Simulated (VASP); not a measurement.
# TaN (P6_3mc) in VASP: a series of runs

TaN is run at these levels: PBEsol; tasks: single point.

Program: VASP 6.6.1. These are calculated values, not measurements. Logs are shortened: lines on timing, memory, paths and dates and some standing lists are left out, and cuts for length are marked.

**1. The cell of the first run**

It takes space group P6_3mc (No. 186, hexagonal). The conventional cell has a = 3.050 Å, b = 3.050 Å, c = 4.915 Å, α = 90.00°, β = 90.00°, γ = 120.00°. Within 2.5 Å of Ta (site symmetry 3m) lie 4 N at 1.85 to 1.89 Å. Within 2.5 Å of N (site symmetry 3m) lie 4 Ta at 1.85 to 1.89 Å.

**2. Single point, PBEsol (strain -0.0050 x Voigt [0, 0, 1, 0, 0, 0])**

Contents of INCAR:

```
ALGO = Normal
EDIFF = 1E-6
ENCUT = 520
GGA = PS
ISIF = 2
ISMEAR = 0
LASPH = True
LCHARG = True
LELF = True
LREAL = False
LVHAR = True
LWAVE = False
NBANDS = 24
NELM = 60
PREC = Accurate
SIGMA = 0.15
```

Contents of KPOINTS:

```
k-points
0
Gamma
  18 18 10
```

Contents of POSCAR:

```
TaN
1.0
    3.0500010905      0.0000000000      0.0000000000
   -1.5250005453      2.6413784260      0.0000000000
    0.0000000000      0.0000000000      4.9153000000
Ta N
2 2
Direct
    0.3333333333      0.6666666667      0.0000000000
    0.6666666667      0.3333333333      0.5000000000
    0.3333333333      0.6666666667      0.3850000000
    0.6666666667      0.3333333333      0.8850000000
```

Potentials or basis: VASP PAW PBE potentials, release 64 (Ta_pv, N).

Run with:

```
$ cat potpaw_PBE.64/Ta_pv/POTCAR potpaw_PBE.64/N/POTCAR > POTCAR
$ mpirun -np 1 vasp_std > vasp.out
```

OUTCAR:

```text
EDIFF = 1E-6
   ENCUT = 520
   GGA = PS
   ISIF = 2
   ISMEAR = 0
   LASPH = True
   LREAL = False
   NELM = 60
   PREC = Accurate

 ion  position               nearest neighbor table
   1  0.333  0.667  0.000-   4 1.85   4 1.85   4 1.85   3 1.89   2 3.02   2 3.02   2 3.02   2 3.02
                             2 3.02   2 3.02
   2  0.667  0.333  0.500-   3 1.85   3 1.85   3 1.85   4 1.89   1 3.02   1 3.02   1 3.02   1 3.02
                             1 3.02   1 3.02
   3  0.333  0.667  0.385-   2 1.85   2 1.85   2 1.85   1 1.89
   4  0.667  0.333  0.885-   1 1.85   1 1.85   1 1.85   2 1.89

  LATTYP: Found a hexagonal cell.
 ALAT       =     3.0500010905
 C/A-ratio  =     1.6115731943

  Lattice vectors:

 A1 = (   3.0500010905,   0.0000000000,   0.0000000000)
 A2 = (  -1.5250005453,   2.6413784260,   0.0000000000)
 A3 = (   0.0000000000,   0.0000000000,   4.9153000000)

Analysis of symmetry for initial positions (statically):
=====================================================================
 Subroutine PRICEL returns:
 Original cell was already a primitive cell.

 Routine SETGRP: Setting up the symmetry group for a
 hexagonal supercell.

 Subroutine GETGRP returns: Found 12 space group operations
 (whereof  6 operations were pure point group operations)
 out of a pool of 24 trial point group operations.

The static configuration has the point symmetry C_3v.
 The point group associated with its full space group is C_6v.

Analysis of symmetry for dynamics (positions and initial velocities):
=====================================================================
 Subroutine PRICEL returns:
 Original cell was already a primitive cell.

 Routine SETGRP: Setting up the symmetry group for a
 hexagonal supercell.

 Subroutine GETGRP returns: Found 12 space group operations
 (whereof  6 operations were pure point group operations)
 out of a pool of 24 trial point group operations.

The dynamic configuration has the point symmetry C_3v.
 The point group associated with its full space group is C_6v.

 Subroutine INISYM returns: Found 12 space group operations
 (whereof  6 operations are pure point group operations),
 and found     1 'primitive' translations

----------------------------------------------------------------------------------------

                                     Primitive cell

  volume of cell :      39.5987

  direct lattice vectors                    reciprocal lattice vectors
     3.050001090  0.000000000  0.000000000     0.327868735  0.189295103  0.000000000
    -1.525000545  2.641378426  0.000000000     0.000000000  0.378590205  0.000000000
     0.000000000  0.000000000  4.915300000     0.000000000  0.000000000  0.203446382

  length of vectors
     3.050001090  3.050001091  4.915300000     0.378590205  0.378590205  0.203446382

  position of ions in fractional coordinates (direct lattice)
     0.333333333  0.666666667  0.000000000
     0.666666667  0.333333333  0.500000000
     0.333333333  0.666666667  0.385000000
     0.666666667  0.333333333  0.885000000

  ion indices of the primitive-cell ions
   primitive index   ion index
                 1           1
                 2           2
                 3           3
                 4           4

----------------------------------------------------------------------------------------

 KPOINTS: k-points

Automatic generation of k-mesh.
 Grid dimensions read from file:
 generate k-points for:   18   18   10

 Generating k-lattice:

  Cartesian coordinates                     Fractional coordinates (reciprocal lattice)
     0.018214930  0.010516395  0.000000000     0.055555556  0.000000000  0.000000000
     0.000000000  0.021032789  0.000000000     0.000000000  0.055555556  0.000000000
     0.000000000  0.000000000  0.020344638     0.000000000  0.000000000  0.100000000

  Length of vectors
     0.021032789  0.021032789  0.020344638

  Shift w.r.t. Gamma in fractional coordinates (k-lattice)
     0.000000000  0.000000000  0.000000000

 Subroutine IBZKPT returns following result:
 ===========================================

 Found    222 irreducible k-points:

 Following reciprocal coordinates:
            Coordinates               Weight
  0.000000  0.000000  0.000000      1.000000
  0.055556  0.000000  0.000000      6.000000
  0.111111  0.000000  0.000000      6.000000
  0.166667  0.000000  0.000000      6.000000
  0.222222  0.000000  0.000000      6.000000
  0.277778  0.000000  0.000000      6.000000
[... 16 lines left out ...]
  0.333333  0.111111  0.000000     12.000000
  0.388889  0.111111  0.000000     12.000000
 [... further k-points ...]
   k-points           NKPTS =    222   k-points in BZ     NKDIM =    222   number of bands    NBANDS=     24
   number of dos      NEDOS =    301   number of ions     NIONS =      4
   total plane-waves  NPLWV =  23040
   dimension x,y,z NGX =    24 NGY =   24 NGZ =   40
   dimension x,y,z NGXF=    48 NGYF=   48 NGZF=   80
   ions per type =               2   2
   NGX,Y,Z   is equivalent  to a cutoff of  13.08, 13.08, 13.53 a.u.
   NGXF,Y,Z  is equivalent  to a cutoff of  26.16, 26.16, 27.06 a.u.
 SYSTEM =  unknown system
   PREC   = accura    normal or accurate (medium, high low for compatibility)
   ISTART =      0    job   : 0-new  1-cont  2-samecut
   ICHARG =      2    charge: 1-file 2-atom 10-const
   ISPIN  =      1    spin polarized calculation?
   LNONCOLLINEAR =      F non collinear calculations
   LSORBIT =      F    spin-orbit coupling
   LASPH  =      T    aspherical Exc in radial PAW
   ENCUT  =  520.0 eV  38.22 Ry    6.18 a.u.   5.67  5.67  9.14*2*pi/ulx,y,z
   NELM   =     60;   NELMIN=  2; NELMDL= -5     # of ELM steps
   EDIFF  = 0.1E-05   stopping-criterion for ELM
   LREAL  =      F    real-space projection
   EDIFFG = 0.1E-04   stopping-criterion for IOM
   NSW    =      0    number of steps for IOM
   IBRION =     -1    ionic relax: 0-MD 1-quasi-New 2-CG
   NFREE  =      0    steps in history (QN), initial steepest desc. (CG)
   ISIF   =      2    stress and relaxation
   ISYM   =      2    0-nonsym 1-usesym 2-fastsym
   POTIM  = 0.5000    time-step for ionic-motion
   TEBEG  =    0.0;   TEEND  =   0.0 temperature during run
   PSTRESS=    0.0 pullay stress
   NELECT =      32.0000    total number of electrons
   NUPDOWN=      -1.0000    fix difference up-down
   EMIN   =  10.00;   EMAX   =-10.00  energy-range for DOS
   EFERMI =   0.00;   METHOD = LEGACY
   ISMEAR =     0;   SIGMA  =   0.15  broadening in eV -4-tet -1-fermi 0-gaus
   EFERMI_NEDOS =   21; number of points for ismear=-14 and -15
   IALGO  =     38    algorithm
   IMIX   =      4    mixing-type and parameters
     AMIX     =   0.40;   BMIX     =  1.00
     AMIX_MAG =   1.60;   BMIX_MAG =  1.00
  volume/ion in A,a.u.               =       9.90        66.81
  Fermi-wavevector in a.u.,A,eV,Ry     =   1.524865  2.881576 31.636429  2.325212
  Thomas-Fermi vector in A             =   2.633113
   LORBIT       =      0    0 simple, 1 ext, 2 COOP (PROOUT), +10 PAW based schemes
   GGA     = PS    functional components
   LHFCALC =     F    Hartree Fock is set to
   AEXX    =    0.0000 exact exchange contribution
   IVDW    =     0    specifies the selected vdW correction
   LEPSILON=     F    determine dielectric tensor
   LRPA    =     F    only Hartree local field effects (RPA)
 non-spin polarized calculation
 Gauss-broadening in eV      SIGMA  =   0.15
  energy-cutoff  :      520.00
  volume of cell :       39.60
 maximum number of plane-waves:      1093
 NGX is ok and might be reduce to    24
   NGX = 11   NGY = 11   NGZ = 19

 number of electron      32.0000001 magnetization

 Free energy of the ion-electron system (eV)
  ---------------------------------------------------
  ext. energy  EPLUGINS =         0.00000000
  ---------------------------------------------------
  free energy    TOTEN  =       -40.68919972 eV

  energy without entropy =      -40.67295564  energy(sigma->0) =      -40.68107768

 E-fermi :   9.6513     XC(G=0): -13.7248

 val. band max:        9.6508848998   @ k =   0.3333   0.0000   0.2000
 cond. band min:       9.6647941007   @ k =   0.1111   0.0000   0.4000
 fundamental gap:      0.0139092009
 Fermi energy:         9.6513351531

 k-point     1 :       0.0000    0.0000    0.0000
  band No.  band energies     occupation
      1     -26.4305      2.00000
      2     -25.2887      2.00000
      3     -25.2887      2.00000
      4     -25.0873      2.00000
      5     -25.0873      2.00000
      6     -25.0261      2.00000
[... 16 lines left out ...]
     23      16.3908      0.00000
     24      16.3908      0.00000

 k-point     2 :       0.0556    0.0000    0.0000
  band No.  band energies     occupation
      1     -26.4191      2.00000
      2     -25.3217      2.00000
      3     -25.2984      2.00000
      4     -25.1252      2.00000
      5     -25.0926      2.00000
      6     -25.0316      2.00000
[... 16 lines left out ...]
     23      16.3876      0.00000
     24      16.4852      0.00000

 k-point     3 :       0.1111    0.0000    0.0000
  band No.  band energies     occupation
      1     -26.3858      2.00000
      2     -25.4153      2.00000
      3     -25.3258      2.00000
      4     -25.2323      2.00000
      5     -25.1080      2.00000
      6     -25.0481      2.00000
[... 16 lines left out ...]
     23      16.3802      0.00000
     24      16.8995      0.00000
[... 514 lines left out ...]
 k-point    23 :       0.3333    0.1111    0.0000
  band No.  band energies     occupation
      1     -26.2762      2.00000
      2     -26.0875      2.00000
      3     -25.8435      2.00000
      4     -25.6135      2.00000
      5     -25.3241      2.00000
      6     -25.2984      2.00000
[... 16 lines left out ...]
     23      16.4113      0.00000
     24      17.4847      0.00000

 k-point    24 :       0.3889    0.1111    0.0000
  band No.  band energies     occupation
      1     -26.3379      2.00000
      2     -26.1500      2.00000
      3     -25.7986      2.00000
      4     -25.6408      2.00000
      5     -25.3607      2.00000
      6     -25.3373      2.00000
[... 16 lines left out ...]
     23      16.2602      0.00000
     24      17.0135      0.00000

 [... further k-points ...]

------------------------ aborting loop because EDIFF is reached ----------------------------------------

  FORCE on cell =-STRESS in cart. coord.  units (eV):
  Direction    XX          YY          ZZ          XY          YZ          ZX
  --------------------------------------------------------------------------------------
  -------------------------------------------------------------------------------------
  Total       34.7733324     34.7733324     28.8779304     -0.0000000      0.0000000      0.0000000
  in kB     1406.9421583   1406.9421584   1168.4119685     -0.0000000      0.0000000      0.0000000
  external PRESSURE =    1327.4320951 kB  Pullay stress =       0.0000000 kB

 VOLUME and BASIS-vectors are now :
 -----------------------------------------------------------------------------
  energy-cutoff  :      520.00
  volume of cell :       39.60
      direct lattice vectors                 reciprocal lattice vectors
     3.050001090  0.000000000  0.000000000     0.327868735  0.189295103  0.000000000
    -1.525000545  2.641378426  0.000000000     0.000000000  0.378590205  0.000000000
     0.000000000  0.000000000  4.915300000     0.000000000  0.000000000  0.203446382

 POSITION                                       TOTAL-FORCE (eV/Angst)
 -----------------------------------------------------------------------------------
     -0.00000      1.76092      0.00000        -0.000000      0.000000      2.105896
      1.52500      0.88046      2.45765         0.000000     -0.000000      2.105896
     -0.00000      1.76092      1.89239        -0.000000      0.000000     -2.105896
      1.52500      0.88046      4.35004         0.000000     -0.000000     -2.105896
 -----------------------------------------------------------------------------------
    total drift:                               -0.000000      0.000000      0.000220

  FREE ENERGIE OF THE ION-ELECTRON SYSTEM (eV)
  ---------------------------------------------------
  free  energy   TOTEN  =       -40.6891997214 eV

  energy  without entropy=      -40.6729556428  energy(sigma->0) =      -40.68107768
```

It took 4 min on 1 thread of Intel Xeon 8259CL, shared host; peak memory 0.3 GiB.

Results:

```yaml
Free_energy: -40.6892 eV
Pressure: 132.7 GPa
Largest_force: 2.106 eV/Å
Band_gap_on_the_k_mesh: zero (bands 16 and 17 overlap by 2.87 eV)
```

Forces on the atoms (eV/Å):
```
Ta   0.000  0.000  2.106
Ta   0.000  0.000  2.106
N    0.000  0.000 -2.106
N    0.000  0.000 -2.106
```

Caveat: the cell differs from its parent crystal (strain -0.0050 x Voigt [0, 0, 1, 0, 0, 0]); the stress differs along the axes, from 117 to 141 GPa; the PAW data sets were made with another functional, which shifts forces and pressure a little; spin-orbit coupling is left out, which moves the levels of the heavy elements.

**3. Single point, PBEsol (strain +0.0050 x Voigt [0, 0, 1, 0, 0, 0])**

Contents of INCAR:

```
SYSTEM = TaN
PREC = Accurate ; ENCUT = 520
EDIFF = 1E-7 ; ISMEAR = 0
SIGMA = 0.15 ; LREAL = .FALSE.
LASPH = .TRUE. ; NELM = 80
ALGO = Normal ; ISIF = 2
LWAVE = .FALSE. ; LCHARG = .FALSE.
GGA = PS ; NBANDS = 24
```

Contents of KPOINTS:

```
regular mesh
0
G
  18 18 10
  0 0 0
```

POSCAR, as its differences from that of step 2:

```diff
@@ -4,3 +4,3 @@
    -1.5250005453      2.6413784260      0.0000000000
-    0.0000000000      0.0000000000      4.9153000000
+    0.0000000000      0.0000000000      4.9647000000
 Ta N
```

Potentials or basis: VASP PAW PBE potentials, release 64 (Ta_pv, N).

Run with:

```
$ cat potpaw_PBE.64/Ta_pv/POTCAR potpaw_PBE.64/N/POTCAR > POTCAR
$ mpirun -np 1 vasp_std > vasp.out
```

Run time: 4.4 min. Hardware: 1 thread of Intel Xeon 8259CL, shared host; peak memory 0.3 GiB.

Results (log left out):

* Free energy: -40.9680 eV
* Pressure: 126.1 GPa
* Largest force: 2.593 eV/Å
* Band gap on the k mesh: zero (bands 16 and 17 overlap by 2.85 eV)

Forces on the atoms (eV/Å):
```
Ta   0.000  0.000  2.593
Ta   0.000  0.000  2.593
N    0.000  0.000 -2.593
N    0.000  0.000 -2.593
```

Stress tensor (GPa, compression positive):
```
135.54   0.00   0.00
  0.00 135.54   0.00
  0.00   0.00 107.36
```

Levels at points of the mesh, in eV from the Fermi level:
```
           k point  band 12  band 13  band 14  band 15  band 16  band 17  band 18  band 19  band 20  band 21
(0.00, 0.00, 0.00)    -7.83    -7.83    -7.56    -0.80    -0.80    -0.32     2.19     2.66     2.66     4.57
(0.50, 0.00, 0.00)    -6.34    -6.13    -5.16    -2.42    -1.05     0.47     1.46     2.03     3.76     4.33
(0.00, 0.00, 0.50)    -8.40    -8.40    -8.40     1.20     1.20     1.20     1.20     1.91     1.91     6.66
(0.50, 0.00, 0.50)    -6.46    -6.44    -6.44    -0.47    -0.47     2.14     2.14     2.28     2.28     4.93
```

Caveat: the cell differs from its parent crystal (strain +0.0050 x Voigt [0, 0, 1, 0, 0, 0]); the stress differs along the axes, from 107 to 136 GPa; the PAW data sets were made with another functional, which shifts forces and pressure a little; spin-orbit coupling is left out, which moves the levels of the heavy elements.
